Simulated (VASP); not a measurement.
The system is SnO.

```
Sn O
1.0
     3.81370    0.00000    0.00000
     0.00000    3.81370    0.00000
     0.00000    0.00000    4.88691
Sn O
2 2
Cartesian
  1.9068 0.0000 3.7367
  0.0000 1.9068 1.1503
  0.0000 0.0000 0.0000
  1.9068 1.9068 0.0000
```

* Program: VASP 6.6.1
* Task: relaxation of cell and atoms
* Functional: r2SCAN
* Dispersion: rVV10
* Potentials or basis: VASP PAW PBE potentials, release 64 (Sn_d, O)
* Cutoff: 600 eV
* k mesh: 7 × 7 × 6
* Occupations: fermi-dirac, width 0.05 eV
* Spin: no spin polarisation

At the start: pressure -1.0 GPa; volume 17.77 Å³/atom.

Question: Where does the relaxation end?

Answer: Over 11 steps the energy falls by 2.3 meV/atom and the volume is 17.14 Å³/atom (-3.6 %); space group P4/nmm (No. 129, to 0.1 Å) before and after.

The path:
| step | energy change (eV) | largest force (eV/Å) | pressure (GPa) | volume (Å³) |
| --- | --- | --- | --- | --- |
| 1 | 0.0000 | 0.0333 | -1.01 | 71.08 |
| 2 | -0.0022 | 0.2350 | 0.52 | 69.94 |
| 3 | -0.0026 | 0.1762 | 0.08 | 70.26 |
| 4 | -0.0049 | 0.0830 | 0.03 | 69.88 |
| 5 | -0.0058 | 0.0220 | -0.01 | 69.45 |
| 6 | -0.0076 | 0.0200 | -0.04 | 69.17 |
| 7 | -0.0091 | 0.0168 | -0.07 | 68.68 |
| 8 | -0.0091 | 0.0171 | -0.10 | 68.61 |
| 9 | -0.0091 | 0.0170 | -0.08 | 68.59 |
| 10 | -0.0090 | 0.0398 | 0.22 | 68.43 |
| 11 | -0.0091 | 0.0017 | 0.02 | 68.54 |

Final structure:
```
Sn O
1.0
     3.79934    0.00000    0.00000
     0.00000    3.79934    0.00000
     0.00000    0.00000    4.74831
Sn O
2 2
Direct
  0.50000 0.00000 0.75764
  0.00000 0.50000 0.24236
  0.00000 0.00000 0.00000
  0.50000 0.50000 0.00000
```

Caveat: the PAW data sets were made with another functional, which shifts forces and pressure a little.
